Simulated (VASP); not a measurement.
# Hg (Fm-3m) in VASP: notebook, part 2 of 2

VASP 6.6.1. The steps go on from the part before.

## (5) Single point, BLYP

Contents of INCAR:

```
SYSTEM = Hg
  PREC = Accurate
  ENCUT = 520
  EDIFF = 1E-6
  ISMEAR = -1
  SIGMA = 0.1
  LREAL = .FALSE.
  LASPH = .TRUE.
  NELM = 100
  ALGO = Normal
  ISIF = 2
  LWAVE = .FALSE.
  LCHARG = .TRUE.
  GGA = B5
  ALDAX = 1.0
  AGGAX = 1.0
  AGGAC = 1.0
  ALDAC = 0.0
  LELF = .TRUE.
  LVHAR = .TRUE.
  NBANDS = 12
```

Contents of KPOINTS:

```
Automatic mesh
0
G
  12 12 12
  0 0 0
```

Contents of POSCAR:

```
Hg
1.0
    0.0000000000      4.2530839925      4.2530839925
    4.2530839925      0.0000000000      4.2530839925
    4.2530839925      4.2530839925      0.0000000000
Hg
1
Direct
    0.0000000000      0.0000000000      0.0000000000
```

Potentials or basis: VASP PAW PBE potentials, release 64 (Hg).

Launch:

```bash
cat potpaw_PBE.64/Hg/POTCAR > POTCAR
mpirun -np 1 vasp_std > vasp.out
```

OUTCAR:

```text
SYSTEM = Hg
   PREC = Accurate
   ENCUT = 520
   EDIFF = 1E-6
   ISMEAR = -1
   LREAL = .FALSE.
   LASPH = .TRUE.
   NELM = 100
   ISIF = 2
   GGA = B5

 ion  position               nearest neighbor table
   1  0.000  0.000  0.000-

  LATTYP: Found a face centered cubic cell.
 ALAT       =     8.5061679850

  Lattice vectors:

 A1 = (   0.0000000000,   4.2530839925,   4.2530839925)
 A2 = (   4.2530839925,   0.0000000000,   4.2530839925)
[... 539 lines left out ...]
     12       4.8795      0.00000

 [... further k-points ...]

------------------------ aborting loop because EDIFF is reached ----------------------------------------

  FORCE on cell =-STRESS in cart. coord.  units (eV):
  Direction    XX          YY          ZZ          XY          YZ          ZX
  --------------------------------------------------------------------------------------
  -------------------------------------------------------------------------------------
  Total        0.0196457      0.0196457      0.0196457     -0.0000000      0.0000000      0.0000000
  in kB        0.2045671      0.2045671      0.2045671     -0.0000000      0.0000000      0.0000000
  external PRESSURE =       0.2045671 kB  Pullay stress =       0.0000000 kB

 VOLUME and BASIS-vectors are now :
 -----------------------------------------------------------------------------
  energy-cutoff  :      520.00
  volume of cell :      153.87
      direct lattice vectors                 reciprocal lattice vectors
     0.000000000  4.253083992  4.253083992    -0.117561751  0.117561751  0.117561751
     4.253083992  0.000000000  4.253083992     0.117561751 -0.117561751  0.117561751
     4.253083992  4.253083992  0.000000000     0.117561751  0.117561751 -0.117561751

 POSITION                                       TOTAL-FORCE (eV/Angst)
 -----------------------------------------------------------------------------------
      0.00000      0.00000      0.00000         0.000000      0.000000      0.000000
 -----------------------------------------------------------------------------------
    total drift:                                0.000000      0.000000      0.000000

  FREE ENERGIE OF THE ION-ELECTRON SYSTEM (eV)
  ---------------------------------------------------
  free  energy   TOTEN  =        -0.0191789393 eV

  energy  without entropy=       -0.0191789391  energy(sigma->0) =       -0.01917894
```

OSZICAR:

```text
N       E                     dE             d eps       ncg     rms          rms(c)
DAV:   1     0.718413083833E+02    0.71841E+02   -0.41373E+03  1728   0.725E+02
DAV:   2     0.341167906756E+01   -0.68430E+02   -0.61891E+02  1996   0.164E+02
DAV:   3    -0.240486499251E-01   -0.34357E+01   -0.34231E+01  1972   0.408E+01
DAV:   4    -0.360719288994E-01   -0.12023E-01   -0.12023E-01  1944   0.295E+00
DAV:   5    -0.361210665276E-01   -0.49138E-04   -0.49136E-04  2040   0.158E-01    0.120E+00
DAV:   6    -0.200593113282E-01    0.16062E-01   -0.52266E-02  1828   0.201E+00    0.191E-01
DAV:   7    -0.192398352717E-01    0.81948E-03   -0.34346E-03  1808   0.471E-01    0.594E-02
DAV:   8    -0.191899301080E-01    0.49905E-04   -0.93473E-05  1760   0.958E-02    0.157E-02
DAV:   9    -0.191797209382E-01    0.10209E-04   -0.10390E-05  1768   0.320E-02    0.553E-03
DAV:  10    -0.191777768127E-01    0.19441E-05   -0.46255E-06  1756   0.189E-02    0.571E-04
DAV:  11    -0.191788357477E-01   -0.10589E-05   -0.50715E-06  1736   0.191E-02    0.566E-04
DAV:  12    -0.191809004618E-01   -0.20647E-05   -0.39498E-05  1728   0.347E-02    0.393E-04
DAV:  13    -0.191790128272E-01    0.18876E-05   -0.14159E-05  1728   0.211E-02    0.228E-04
DAV:  14    -0.191789392923E-01    0.73535E-07   -0.11721E-07  1900   0.142E-03
   1 F= -.19178939E-01 E0= -.19178939E-01  d E =-.204967E-09
```

Run time: 3.7 min. Hardware: 1 thread of Intel Xeon 8259CL, shared host; peak memory 0.39 GiB.

What came out:

```
Free energy            : -0.0192 eV
Pressure               : 0.0 GPa
Band gap on the k mesh : 4.78 eV (least direct gap 4.86 eV)
```

Levels at points of the mesh, in eV from the valence-band top:
| k point | band 2 | band 3 | band 4 | band 5 | band 6 | band 7 | band 8 | band 9 | band 10 | band 11 |
| --- | --- | --- | --- | --- | --- | --- | --- | --- | --- | --- |
| (0.00, 0.00, 0.00) | -3.03 | -3.03 | -3.03 | -3.03 | -0.31 | 6.83 | 6.83 | 6.83 | 7.32 | 10.44 |
| (0.50, 0.00, 0.00) | -3.03 | -3.03 | -3.02 | -3.02 | -0.08 | 4.78 | 6.58 | 6.58 | 8.32 | 10.13 |
| (0.50, 0.50, 0.00) | -3.03 | -3.03 | -3.02 | -3.02 | 0.00 | 4.98 | 6.05 | 6.05 | 8.00 | 8.79 |

Caveat: the atoms stand far beyond bonding distance; the PAW data sets were made with another functional, which shifts forces and pressure a little; spin-orbit coupling is left out, which moves the levels of the heavy elements.

## (6) The runs side by side

| task | cell | k mesh | cutoff (eV) | gap on the mesh (eV) | pressure (GPa) |
| --- | --- | --- | --- | --- | --- |
| single point | a = 6.015 Å, angles 60.0°, 1 atom | 7 × 7 × 7 | 520 | 4.84 | 0.0 |
| relaxation of cell and atoms | relaxed from a = 3.195 Å, angles 60.0°, 1 atom | 12 × 12 × 12 | 600 | 2.43 | 0.0 |
| single point | a = 6.015 Å, angles 60.0°, 1 atom | 11 × 11 × 11 | 520 | 4.81 | 0.0 |
| single point | a = 6.015 Å, angles 60.0°, 1 atom | 12 × 12 × 12 | 520 | 4.78 | 0.0 |

Alike in all rows: level BLYP; potentials or basis VASP PAW PBE potentials, release 64 (Hg); no spin polarisation; smearing fermi-dirac 0.1 eV.

Caveats: the PAW data sets were made with another functional, which shifts forces and pressure a little; spin-orbit coupling is left out, which moves the levels of the heavy elements; the atoms stand far beyond bonding distance (at least some runs); an odd mesh through Γ misses points on the zone boundary, where band edges can lie (at least some runs).

Total energies depend on the potentials used, so only differences within one code and one set of settings carry meaning.
